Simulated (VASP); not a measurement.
Here is a VASP 6.6.1 calculation.

File POSCAR:

```
MgO
1.0
    0.0000000000      2.1021680256      2.1021680256
    2.1021680256      0.0000000000      2.1021680256
    2.1021680256      2.1021680256      0.0000000000
Mg O
1 1
Direct
    0.0000000000      0.0000000000      0.0000000000
    0.5000000000      0.5000000000      0.5000000000
```

Contents of INCAR.step1:

```
PREC = Accurate ; ENCUT = 500
EDIFF = 1E-8 ; ISMEAR = 0
SIGMA = 0.01 ; LREAL = F
LASPH = T ; NELM = 100
ALGO = Normal ; LWAVE = T
LCHARG = F ; GGA = PE
```

Contents of INCAR.step2:

```
PREC = Accurate ; ENCUT = 500
EDIFF = 1E-8 ; ISMEAR = 0
SIGMA = 0.01 ; LREAL = F
LASPH = T ; NELM = 1
ALGO = Exact ; LWAVE = T
LCHARG = F ; GGA = PE
NBANDS = 34 ; LOPTICS = T
ISTART = 1
```

INCAR.step3

```
PREC = Accurate ; ENCUT = 500
EDIFF = 1E-8 ; ISMEAR = 0
SIGMA = 0.01 ; LREAL = F
LASPH = T ; ALGO = EVGW0
LWAVE = F ; LCHARG = F
GGA = PE ; NELMGW = 1
NBANDS = 34 ; ENCUTGW = 60.0
NOMEGA = 48 ; PRECFOCK = Fast
ISTART = 1 ; NBANDSGW = 12
```

KPOINTS

```
regular mesh
0
Gamma
  4 4 4
```

Potentials or basis: VASP PAW PBE potentials, release 64 (Mg_GW, O_GW).

Launch:

```bash
$ cat potpaw_PBE.64/Mg_GW/POTCAR potpaw_PBE.64/O_GW/POTCAR > POTCAR
$ cp INCAR.step1 INCAR
$ mpirun -np 1 vasp_std > vasp.out
$ cp INCAR.step2 INCAR
$ mpirun -np 1 vasp_std > vasp.out
$ cp INCAR.step3 INCAR
$ mpirun -np 1 vasp_std > vasp.out
```

Problem. Estimate the quasiparticle gap.

Solution. 6.94 eV.

Problem. Predict the least direct quasiparticle gap.

Solution. 6.94 eV.

Problem. What does it give for the band gap on the k mesh, mean-field level?

Solution. 4.77 eV, direct.

Caveat: the k points lie up to 0.65 Å⁻¹ apart; bands, screening cutoff and mesh are small and nothing is extrapolated, so the quasiparticle values aren't converged.
